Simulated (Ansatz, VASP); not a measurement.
## BN in VASP and in Ansatz

INCAR

```
ALGO = Normal ; EDIFF = 1E-6
ENCUT = 600 ; GGA = PE
GGA_COMPAT = F ; ISIF = 2
ISMEAR = 0 ; IVDW = 12
LASPH = T ; LCHARG = F
LREAL = F ; LWAVE = F
NBANDS = 11 ; NELM = 120
PREC = Accurate ; SIGMA = 0.05
```

Contents of KPOINTS:

```
k-points
0
Gamma
  12 12 12
```

Contents of POSCAR:

```
BN
1.0
    1.2027024292      0.6943805712      3.2955578494
   -1.2027024292      0.6943805712      3.2955578494
    0.0000000000     -1.3887611425      3.2955578494
B N
1 1
Direct
    1.0021830937      1.0021830937      1.0021830937
    0.3308178201      0.3308178201      0.3308178201
```

Input for Ansatz:

```yaml
crystal:
  lattice:
    - [1.2027024292, 0.6943805712, 3.2955578494]
    - [-1.2027024292, 0.6943805712, 3.2955578494]
    - [0.0, -1.3887611425, 3.2955578494]
  atoms:
    - { symbol: B, position: [1.0021830937, 1.0021830937, 1.0021830937] }
    - { symbol: "N", position: [0.3308178201, 0.3308178201, 0.3308178201] }
basis:
  ecutwfc: 520.0
kpoints:
  mp_grid: { grid: [12, 12, 12] }
hamiltonian:
  xc: pbe
  pseudopotentials: { kind: paw, azcp: { folder: soft_1 } }
  dispersion: d3bj
scf:
  occupations: { method: gaussian, width: 0.05 }
output:
  forces: true
  stress: true
  eigenvalues: true
```

Change from the starting cell: mode 4 frozen in at +0.025 Å, equal normal strain along x and y -0.0400.

Alike in both runs: task single point; functional PBE; dispersion D3(BJ); k mesh 12 × 12 × 12; occupations gaussian, width 0.05 eV; no spin polarisation.

|  | VASP | Ansatz |
| --- | --- | --- |
| version | VASP 6.6.1 | Ansatz 0.2.0 |
| potentials or method | VASP PAW PBE potentials, release 64 (B, N), cutoff 600 eV | scalar-relativistic, plane waves, PAW |
| valence electrons in the cell | 8 | 8 |

|  | VASP | Ansatz | Ansatz less VASP |
| --- | --- | --- | --- |
| gap on the k mesh at the Fermi level (eV) | 4.51 | 4.52 | +0.006 |
| least direct gap on the mesh (eV) | 5.01 | 5.00 | -0.001 |
| pressure (GPa) | 35.4 | 35.3 | -0.11 |
| traceless stress, the component that is largest in VASP (GPa) | -36.43 | -36.06 | +0.369 |
| rms of the force components (eV/Å) | 0.290 | 0.289 | -0.0009 |

Atom by atom the forces differ by 0.001 eV/Å (rms over components). Both programs put the cell under a high pressure, so it lies far from rest at this level.
